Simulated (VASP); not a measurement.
A run of VASP 6.6.1 is set up as follows.

INCAR

```
SYSTEM = WCl
PREC = Accurate ; ENCUT = 520
EDIFF = 1E-7 ; ISMEAR = 0
SIGMA = 0.2 ; LREAL = .FALSE.
LASPH = .TRUE. ; NELM = 80
ALGO = Normal ; ISIF = 2
LWAVE = .FALSE. ; LCHARG = .TRUE.
GGA = PE ; LELF = .TRUE.
LVHAR = .TRUE. ; NBANDS = 29
```

The input KPOINTS:

```
Automatic mesh
0
G
  8 8 8
  0 0 0
```

The input POSCAR:

```
WCl
1.0
   -1.6378189690      2.8367856678      0.0000000000
   -3.2756379379      0.0000000000      0.0000000000
   -1.6378189690      0.9455952226      9.5489117800
W Cl
2 2
Direct
    0.1959774158      0.1959774158      0.4120677527
    0.8040225842      0.8040225842      0.5879322473
    0.5967367575      0.5967367575      0.2097897275
    0.4032632425      0.4032632425      0.7902102725
```

Potentials or basis: VASP PAW PBE potentials, release 64 (W_sv, Cl).

Run with:

```sh
$ cat potpaw_PBE.64/W_sv/POTCAR potpaw_PBE.64/Cl/POTCAR > POTCAR
$ mpirun -np 1 vasp_std > vasp.out
```

Problem. What does it give for the pressure?

Solution. 0.1 GPa.

Problem. What does it give for the band gap on the k mesh?

Solution. Zero (bands 21 and 22 overlap by 2.02 eV).

Problem. What does it give for the largest force?

Solution. 0.072 eV/Å.

Stress tensor (GPa, compression positive):
```
 0.17  0.00  0.00
 0.00  0.17  0.00
 0.00  0.00 -0.09
```

Caveat: spin-orbit coupling is left out, which moves the levels of the heavy elements; this functional lacks dispersion, which binds layers or chains, so the pressure and a relaxed spacing across them are unreliable.
